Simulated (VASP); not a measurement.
Here is a VASP 6.6.1 calculation.

The input INCAR:

```
SYSTEM = C
ALGO     = Normal         ! electronic algorithm
EDIFF    = 1E-6           ! SCF threshold, eV
EDIFFG   = -0.002         ! ionic threshold
ENCUT    = 520            ! plane-wave cutoff, eV
GGA      = CA             ! functional
IBRION   = 2              ! ionic algorithm
ISIF     = 2              ! what is computed and relaxed
ISMEAR   = 0              ! smearing method
LASPH    = .True.         ! aspherical terms in the spheres
LCHARG   = .False.        ! write CHGCAR
LREAL    = .False.        ! projectors in reciprocal space
LWAVE    = .False.        ! write WAVECAR
NELM     = 100            ! most SCF steps
NSW      = 60             ! ionic steps
PREC     = Accurate       ! precision mode
SIGMA    = 0.02           ! smearing width, eV
```

KPOINTS

```
k-points
0
Gamma
  9 9 6
  0 0 0
```

File POSCAR:

```
C
1.0
    2.4834374100      0.0000000000      0.0000000000
   -1.2417187050      2.1507198858      0.0000000000
    0.0000000000      0.0000000000      4.0945232323
C
4
Direct
    0.3333333333      0.6666666667     -0.0002355119
    0.6666666667      0.3333333333      0.4997644881
    0.3333333333      0.6666666667      0.3742355119
    0.6666666667      0.3333333333      0.8742355119
```

Potentials or basis: VASP PAW LDA potentials, release 64 (C).

Launch:

```sh
$ cat potpaw_LDA.64/C/POTCAR > POTCAR
$ mpirun -np 1 vasp_std > vasp.out
```

(1) What does it give for the band gap on the k mesh?

## Answers

(1) 2.99 eV, indirect (least direct gap 4.86 eV).

Caveat: the cell differs from its parent crystal (strained cell); the relaxation stopped at its first step, so nothing moved.
